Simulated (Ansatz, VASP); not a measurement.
# MgO: VASP beside Ansatz

```xyz
2
Lattice="0.0000 2.0970 2.0970 2.0970 0.0000 2.0970 2.0970 2.0970 0.0000" Properties=species:S:1:pos:R:3 pbc="T T T"
Mg    0.0000    0.0000    0.0000
O     2.0970    2.0970    2.0970
```

Alike in both runs: functional r2SCAN0; k mesh 6 × 6 × 6; occupations fermi-dirac, width 0.05 eV; no spin polarisation.

```csv
,VASP,Ansatz
version,VASP 6.6.1,Ansatz 0.2.0
potentials or method,"VASP PAW PBE potentials, release 64 (Mg, O)",Ansatz PAW
plane-wave cutoff (eV),520,500
valence electrons in the cell,8,16
task,single point,band structure
```

```tsv
	VASP	Ansatz	Ansatz less VASP
gap on the k mesh at the Fermi level (eV)	7.93	7.96	+0.031
least direct gap on the mesh (eV)	7.93	7.96	+0.031
pressure (GPa)	-3.0	-2.3	+0.68
```

VASP's potentials were made for PBE, not for r2SCAN0. The functional is the same, so the differences come from potentials, cutoffs and numerics. VASP's potentials hold 8 valence electrons a cell and Ansatz's 16, so a difference there can come from the potentials and not from the codes.

The k mesh is coarse, so the values compare programs but aren't converged.
